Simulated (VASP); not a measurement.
# TaN (P-6m2) in VASP: a series of runs

TaN is run at these levels: r2SCAN; tasks: relaxation of shape and atoms at fixed volume.

All numbers are computed with VASP 6.6.1; they aren't measurements. Logs are shortened: lines on timing, memory, paths and dates and some standing lists are left out, and cuts for length are marked.

## 1. The cell of the first run

Symmetry: P-6m2, No. 187, hexagonal system. The conventional cell has a = 2.808 Å, b = 2.808 Å, c = 2.775 Å, α = 90.00°, β = 90.00°, γ = 120.00°. Ta (site symmetry -6m2) has 6 N at 2.13 Å and 8 Ta at 2.77 to 2.81 Å within 2.9 Å. N (site symmetry -6m2) has 6 Ta at 2.13 Å and 8 N at 2.77 to 2.81 Å within 2.9 Å.

## 2. Relaxation of shape and atoms at fixed volume, r2SCAN (9.48 Å³/atom)

POSCAR

```
TaN
1.0
    2.8082534411      0.0000000000      0.0000000000
   -1.4041267206      2.4320188203      0.0000000000
    0.0000000000      0.0000000000      2.7749570812
Ta N
1 1
Direct
    0.3333333333      0.6666666667      0.5000000000
    0.0000000000      0.0000000000      0.0000000000
```

INCAR.step1

```
SYSTEM = TaN
  ALGO = Normal
  EDIFF = 1E-4
  ENCUT = 600
  GGA = PE
  ISMEAR = 0
  LASPH = .True.
  LCHARG = .False.
  LREAL = .False.
  LWAVE = .True.
  NELM = 60
  PREC = Accurate
  SIGMA = 0.1
```

INCAR.step2

```
SYSTEM = TaN
  ALGO = Normal
  EDIFF = 1E-6
  EDIFFG = -0.01
  ENCUT = 600
  IBRION = 2
  ISIF = 4
  ISMEAR = 0
  ISTART = 1
  LASPH = .True.
  LCHARG = .False.
  LMIXTAU = .True.
  LREAL = .False.
  LWAVE = .False.
  METAGGA = R2SCAN
  NELM = 60
  NSW = 50
  PREC = Accurate
  SIGMA = 0.1
```

KPOINTS

```
k-points
0
Gamma
  18 18 14
  0 0 0
```

Potentials or basis: VASP PAW PBE potentials, release 64 (Ta_pv, N).

Started as:

```console
$ cat potpaw_PBE.64/Ta_pv/POTCAR potpaw_PBE.64/N/POTCAR > POTCAR
$ cp INCAR.step1 INCAR
$ mpirun -np 1 vasp_std > vasp.out
$ cp INCAR.step2 INCAR
$ mpirun -np 1 vasp_std > vasp.out
```

OUTCAR:

```text
SYSTEM = TaN
   EDIFF = 1E-6
   EDIFFG = -0.01
   ENCUT = 600
   IBRION = 2
   ISIF = 4
   ISMEAR = 0
   ISTART = 1
   LASPH = .True.
   LREAL = .False.
   METAGGA = R2SCAN
   NELM = 60
   NSW = 50
   PREC = Accurate

 ion  position               nearest neighbor table
   1  0.333  0.667  0.500-   2 2.13   2 2.13   2 2.13   2 2.13   2 2.13   2 2.13
   2  0.000  0.000  0.000-   1 2.13   1 2.13   1 2.13   1 2.13   1 2.13   1 2.13

  LATTYP: Found a hexagonal cell.
 ALAT       =     2.8082534411
 C/A-ratio  =     0.9881433921

  Lattice vectors:

 A1 = (   2.8082534411,   0.0000000000,   0.0000000000)
 A2 = (  -1.4041267206,   2.4320188203,   0.0000000000)
 A3 = (   0.0000000000,   0.0000000000,   2.7749570812)

Analysis of symmetry for initial positions (statically):
=====================================================================
 Subroutine PRICEL returns:
 Original cell was already a primitive cell.

 Routine SETGRP: Setting up the symmetry group for a
 hexagonal supercell.

 Subroutine GETGRP returns: Found 12 space group operations
 (whereof 12 operations were pure point group operations)
 out of a pool of 24 trial point group operations.

The static configuration has the point symmetry D_3h.

Analysis of symmetry for dynamics (positions and initial velocities):
=====================================================================
 Subroutine PRICEL returns:
 Original cell was already a primitive cell.

 Routine SETGRP: Setting up the symmetry group for a
 hexagonal supercell.

 Subroutine GETGRP returns: Found 12 space group operations
 (whereof 12 operations were pure point group operations)
 out of a pool of 24 trial point group operations.

The dynamic configuration has the point symmetry D_3h.

 Subroutine INISYM returns: Found 12 space group operations
 (whereof 12 operations are pure point group operations),
 and found     1 'primitive' translations

----------------------------------------------------------------------------------------

                                     Primitive cell

  volume of cell :      18.9522

  direct lattice vectors                    reciprocal lattice vectors
     2.808253441  0.000000000  0.000000000     0.356093216  0.205590514  0.000000000
    -1.404126721  2.432018820  0.000000000     0.000000000  0.411181029  0.000000000
     0.000000000  0.000000000  2.774957081     0.000000000  0.000000000  0.360365934

  length of vectors
     2.808253441  2.808253441  2.774957081     0.411181029  0.411181029  0.360365934

  position of ions in fractional coordinates (direct lattice)
     0.333333333  0.666666667  0.500000000
     0.000000000  0.000000000  0.000000000

  ion indices of the primitive-cell ions
   primitive index   ion index
                 1           1
                 2           2

----------------------------------------------------------------------------------------

 KPOINTS: k-points

Automatic generation of k-mesh.
 Grid dimensions read from file:
 generate k-points for:   18   18   14

 Generating k-lattice:

  Cartesian coordinates                     Fractional coordinates (reciprocal lattice)
     0.019782956  0.011421695  0.000000000     0.055555556  0.000000000  0.000000000
     0.000000000  0.022843390  0.000000000     0.000000000  0.055555556  0.000000000
     0.000000000  0.000000000  0.025740424     0.000000000  0.000000000  0.071428571

  Length of vectors
     0.022843390  0.022843390  0.025740424

  Shift w.r.t. Gamma in fractional coordinates (k-lattice)
     0.000000000  0.000000000  0.000000000

 Subroutine IBZKPT returns following result:
 ===========================================

 Found    296 irreducible k-points:

 Following reciprocal coordinates:
            Coordinates               Weight
  0.000000  0.000000  0.000000      1.000000
  0.055556  0.000000  0.000000      6.000000
  0.111111  0.000000  0.000000      6.000000
  0.166667  0.000000  0.000000      6.000000
  0.222222  0.000000  0.000000      6.000000
  0.277778  0.000000  0.000000      6.000000
[... 16 lines left out ...]
  0.333333  0.111111  0.000000     12.000000
  0.388889  0.111111  0.000000     12.000000
 [... further k-points ...]
   k-points           NKPTS =    296   k-points in BZ     NKDIM =    296   number of bands    NBANDS=     12
   number of dos      NEDOS =    301   number of ions     NIONS =      2
   total plane-waves  NPLWV =  13824
   dimension x,y,z NGX =    24 NGY =   24 NGZ =   24
   dimension x,y,z NGXF=    48 NGYF=   48 NGZF=   48
   ions per type =               1   1
   NGX,Y,Z   is equivalent  to a cutoff of  14.21, 14.21, 14.38 a.u.
   NGXF,Y,Z  is equivalent  to a cutoff of  28.42, 28.42, 28.76 a.u.
 SYSTEM =  TaN
   PREC   = accura    normal or accurate (medium, high low for compatibility)
   ISTART =      1    job   : 0-new  1-cont  2-samecut
   ICHARG =      0    charge: 1-file 2-atom 10-const
   ISPIN  =      1    spin polarized calculation?
   LNONCOLLINEAR =      F non collinear calculations
   LSORBIT =      F    spin-orbit coupling
   LASPH  =      T    aspherical Exc in radial PAW
   ENCUT  =  600.0 eV  44.10 Ry    6.64 a.u.   5.61  5.61  5.54*2*pi/ulx,y,z
   NELM   =     60;   NELMIN=  2; NELMDL=  0     # of ELM steps
   EDIFF  = 0.1E-05   stopping-criterion for ELM
   LREAL  =      F    real-space projection
   EDIFFG = -.1E-01   stopping-criterion for IOM
   NSW    =     50    number of steps for IOM
   IBRION =      2    ionic relax: 0-MD 1-quasi-New 2-CG
   NFREE  =      1    steps in history (QN), initial steepest desc. (CG)
   ISIF   =      4    stress and relaxation
   ISYM   =      2    0-nonsym 1-usesym 2-fastsym
   POTIM  = 0.5000    time-step for ionic-motion
   TEBEG  =    0.0;   TEEND  =   0.0 temperature during run
   PSTRESS=    0.0 pullay stress
   NELECT =      16.0000    total number of electrons
   NUPDOWN=      -1.0000    fix difference up-down
   EMIN   =  10.00;   EMAX   =-10.00  energy-range for DOS
   EFERMI =   0.00;   METHOD = LEGACY
   ISMEAR =     0;   SIGMA  =   0.10  broadening in eV -4-tet -1-fermi 0-gaus
   EFERMI_NEDOS =   21; number of points for ismear=-14 and -15
   IALGO  =     38    algorithm
   IMIX   =      4    mixing-type and parameters
     AMIX     =   0.40;   BMIX     =  1.00
     AMIX_MAG =   1.60;   BMIX_MAG =  1.00
  volume/ion in A,a.u.               =       9.48        63.95
  Fermi-wavevector in a.u.,A,eV,Ry     =   1.547254  2.923886 32.572285  2.393995
  Thomas-Fermi vector in A             =   2.652374
   LORBIT       =      0    0 simple, 1 ext, 2 COOP (PROOUT), +10 PAW based schemes
   METAGGA = R2SCAN    functional components
   LHFCALC =     F    Hartree Fock is set to
   AEXX    =    0.0000 exact exchange contribution
   IVDW    =     0    specifies the selected vdW correction
   LEPSILON=     F    determine dielectric tensor
   LRPA    =     F    only Hartree local field effects (RPA)
 conjugate gradient relaxation of ions
 non-spin polarized calculation
 Gauss-broadening in eV      SIGMA  =   0.10
  energy-cutoff  :      600.00
  volume of cell :       18.95
 maximum number of plane-waves:       659
 NGX is ok and might be reduce to    24
   NGX = 11   NGY = 11   NGZ = 11

--------------------------------------- Ionic step        1  -------------------------------------------

 number of electron      16.0000002 magnetization

 Free energy of the ion-electron system (eV)
  ---------------------------------------------------
  ext. energy  EPLUGINS =         0.00000000
  ---------------------------------------------------
  free energy    TOTEN  =       -59.92447177 eV

  energy without entropy =      -59.92424942  energy(sigma->0) =      -59.92436060

------------------------ aborting loop because EDIFF is reached ----------------------------------------

  FORCE on cell =-STRESS in cart. coord.  units (eV):
  Direction    XX          YY          ZZ          XY          YZ          ZX
  --------------------------------------------------------------------------------------
  -------------------------------------------------------------------------------------
  Total        7.3874657      7.3874657      7.6489076     -0.0000000     -0.0000000      0.0000000
  in kB      624.5203018    624.5203018    646.6220259     -0.0000000     -0.0000000      0.0000000
  external PRESSURE =     631.8875432 kB  Pullay stress =       0.0000000 kB
[... 57 lines left out ...]
  energy  without entropy=      -59.9240077730  energy(sigma->0) =      -59.92411796

--------------------------------------- Ionic step        3  -------------------------------------------

 number of electron      16.0000002 magnetization

 Free energy of the ion-electron system (eV)
  ---------------------------------------------------
  ext. energy  EPLUGINS =         0.00000000
  ---------------------------------------------------
  free energy    TOTEN  =       -59.92469393 eV

  energy without entropy =      -59.92447305  energy(sigma->0) =      -59.92458349

 E-fermi :   9.5787     XC(G=0): -15.1715

 val. band max:        9.5321997131   @ k =   0.0000   0.0000   0.4286
 cond. band min:       9.6033227766   @ k =   0.0556   0.0000   0.5000
 fundamental gap:      0.0711230634
 Fermi energy:         9.5786777205

 k-point     1 :       0.0000    0.0000    0.0000
  band No.  band energies     occupation
      1     -26.1776      2.00000
      2     -25.7828      2.00000
      3     -25.7828      2.00000
      4     -10.1956      2.00000
      5       4.2503      2.00000
      6       4.2503      2.00000
      7       4.5481      2.00000
      8       6.2743      2.00000
      9      13.2258      0.00000
     10      13.9625      0.00000
     11      13.9625      0.00000
     12      14.6122      0.00000
[... 331 lines left out ...]
 k-point    24 :       0.3889    0.1111    0.0000
  band No.  band energies     occupation
      1     -27.3819      2.00000
      2     -26.2806      2.00000
      3     -25.9267      2.00000
      4      -7.3272      2.00000
      5       0.4850      2.00000
      6       3.4346      2.00000
      7       4.7392      2.00000
      8       6.8818      2.00000
      9      12.4160      0.00000
     10      13.4207      0.00000
     11      15.3648      0.00000
     12      17.0187      0.00000

 [... further k-points ...]

------------------------ aborting loop because EDIFF is reached ----------------------------------------

  FORCE on cell =-STRESS in cart. coord.  units (eV):
  Direction    XX          YY          ZZ          XY          YZ          ZX
  --------------------------------------------------------------------------------------
  -------------------------------------------------------------------------------------
  Total        7.4616924      7.4616924      7.4637549     -0.0000000     -0.0000000     -0.0000000
  in kB      630.7952640    630.7952640    630.9696176     -0.0000000     -0.0000000     -0.0000000
  external PRESSURE =     630.8533819 kB  Pullay stress =       0.0000000 kB
[... 17 lines left out ...]
  FREE ENERGIE OF THE ION-ELECTRON SYSTEM (eV)
  ---------------------------------------------------
  free  energy   TOTEN  =       -59.9246939305 eV

  energy  without entropy=      -59.9244730493  energy(sigma->0) =      -59.92458349

 reached required accuracy - stopping structural energy minimisation
```

Wall time 5 min (1 thread of Oxide Virtual Turin-like, shared host); peak memory 0.2 GiB.

Results:

* Free energy: -59.9247 eV
* Energy gained by relaxing: 0.1 meV/atom
* Ionic steps: 3
* Pressure after relaxing: 63.1 GPa
* Band gap on the k mesh: zero (bands 8 and 9 overlap by 0.30 eV)

The path:
```csv
step,energy change (eV),largest force (eV/Å),pressure (GPa),volume (Å³)
1,0.0000,0.0000,63.19,18.95
2,0.0002,0.0000,62.93,18.95
3,-0.0002,0.0000,63.09,18.95
```

Final structure:
```xyz
2
Lattice="2.8059 0.0000 0.0000 -1.4029 2.4299 0.0000 0.0000 0.0000 2.7797" Properties=species:S:1:pos:R:3 pbc="T T T"
Ta    0.0000    1.6200    1.3898
N    -1.4029    2.4299    0.0000
```

Levels at points of the mesh, in eV from the Fermi level:
| k point | band 6 | band 7 | band 8 | band 9 | band 10 | band 11 |
| --- | --- | --- | --- | --- | --- | --- |
| (0.00, 0.00, 0.00) | -5.33 | -5.03 | -3.30 | 3.65 | 4.38 | 4.38 |
| (0.50, 0.00, 0.00) | -6.22 | -4.16 | -3.55 | 3.75 | 5.12 | 6.32 |
| (0.00, 0.00, 0.50) | -4.35 | -4.35 | -0.11 | -0.11 | 2.66 | 4.14 |
| (0.50, 0.00, 0.50) | -6.94 | -6.64 | -0.17 | 5.52 | 6.66 | 7.31 |

Caveat: the PAW data sets were made with another functional, which shifts forces and pressure a little; spin-orbit coupling is left out, which moves the levels of the heavy elements.

## 3. Relaxation of shape and atoms at fixed volume, r2SCAN (9.80 Å³/atom)

This run uses another cell than the first one, of 9.80 Å³/atom.

POSCAR

```
TaN
1.0
    2.8417400082      0.0000000000      0.0000000000
   -1.4208700041      2.4610190381      0.0000000000
    0.0000000000      0.0000000000      2.8023276170
Ta N
1 1
Direct
    0.3333333333      0.6666666667      0.5000000000
    0.0000000000      0.0000000000      0.0000000000
```

INCAR.step1

```
SYSTEM = TaN
ALGO = Normal
EDIFF = 1E-4
ENCUT = 600
GGA = PE
ISMEAR = 0
LASPH = .TRUE.
LCHARG = .FALSE.
LREAL = .FALSE.
LWAVE = .TRUE.
NELM = 60
PREC = Accurate
SIGMA = 0.1
```

INCAR.step2

```
SYSTEM = TaN
ALGO = Normal
EDIFF = 1E-6
EDIFFG = -0.01
ENCUT = 600
IBRION = 2
ISIF = 4
ISMEAR = 0
ISTART = 1
LASPH = .TRUE.
LCHARG = .FALSE.
LMIXTAU = .TRUE.
LREAL = .FALSE.
LWAVE = .FALSE.
METAGGA = R2SCAN
NELM = 60
NSW = 50
PREC = Accurate
SIGMA = 0.1
```

KPOINTS

```
k-points
0
G
  18 18 14
  0 0 0
```

Potentials or basis: VASP PAW PBE potentials, release 64 (Ta_pv, N).

Started as:

```console
$ cat potpaw_PBE.64/Ta_pv/POTCAR potpaw_PBE.64/N/POTCAR > POTCAR
$ cp INCAR.step1 INCAR
$ mpirun -np 1 vasp_std > vasp.out
$ cp INCAR.step2 INCAR
$ mpirun -np 1 vasp_std > vasp.out
```

Run time: 6.2 min. Hardware: 1 thread of Oxide Virtual Turin-like, shared host; peak memory 0.19 GiB.

Results (log left out):

| Quantity | Value |
| --- | --- |
| Free energy | -60.1398 eV |
| Energy gained by relaxing | 0.1 meV/atom |
| Ionic steps | 3 |
| Pressure after relaxing | 43.8 GPa |
| Band gap on the k mesh | zero (bands 8 and 9 overlap by 0.29 eV) |

Step by step:
| step | energy change (eV) | largest force (eV/Å) | pressure (GPa) | volume (Å³) |
| --- | --- | --- | --- | --- |
| 1 | 0.0000 | 0.0000 | 43.94 | 19.60 |
| 2 | 0.0002 | 0.0000 | 43.74 | 19.60 |
| 3 | -0.0002 | 0.0000 | 43.85 | 19.60 |

Final structure:
```xyz
2
Lattice="2.8394 0.0000 0.0000 -1.4197 2.4590 0.0000 0.0000 0.0000 2.8069" Properties=species:S:1:pos:R:3 pbc="T T T"
Ta    0.0000    1.6394    1.4034
N     0.0000    0.0000    0.0000
```

Levels at points of the mesh, in eV from the Fermi level:
```
           k point  band 4  band 5  band 6  band 7  band 8  band 9  band 10  band 11  band 12
(0.00, 0.00, 0.00)  -19.52   -5.19   -5.19   -4.86   -3.28    3.34     4.21     4.21     4.81
(0.50, 0.00, 0.00)  -16.85   -9.13   -6.02   -4.01   -3.52    3.60     4.85     6.11     6.28
(0.00, 0.00, 0.50)  -16.32  -10.30   -4.25   -4.25   -0.10   -0.10     2.58     4.00     4.00
(0.50, 0.00, 0.50)  -17.45   -8.18   -6.82   -6.45   -0.28    5.23     6.34     6.98     8.47
```

Caveat: the PAW data sets were made with another functional, which shifts forces and pressure a little; spin-orbit coupling is left out, which moves the levels of the heavy elements.
